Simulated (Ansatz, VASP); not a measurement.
Two plane-wave programs on TaAs

```
CELL_PARAMETERS angstrom
-1.71676 1.71676 5.78308
1.71676 -1.71676 5.78308
1.71676 1.71676 -5.78308
ATOMIC_POSITIONS crystal
Ta 0.50040 0.00040 0.50000
Ta 0.75040 0.75040 0.00000
As 0.08220 0.58220 0.50000
As 0.33220 0.33220 0.00000
```

Alike in both runs: functional PBE; dispersion D3(BJ); k mesh 18 × 18 × 18; occupations fermi-dirac, width 0.15 eV; no spin polarisation.

Ansatz relaxed the structure, and its values are those at the end. VASP's run is a single point on that final structure, the one shown.

|  | VASP | Ansatz |
| --- | --- | --- |
| version | VASP 6.6.1 | Ansatz 0.2.0 |
| potentials or method | VASP PAW PBE potentials, release 64 (Ta_pv, As), cutoff 520 eV | scalar-relativistic, plane waves, PAW |
| valence electrons in the cell | 32 | 56 |

```tsv
	VASP	Ansatz	Ansatz less VASP
gap on the k mesh at the Fermi level (eV)	none	none	-
pressure (GPa)	0.5	0.0	-0.52
```

A gap of «none» marks a metal or a gap that the smearing closes. VASP's potentials hold 32 valence electrons a cell and Ansatz's 56, so a difference there can come from the potentials and not from the codes.

Neither program's run includes spin-orbit coupling.
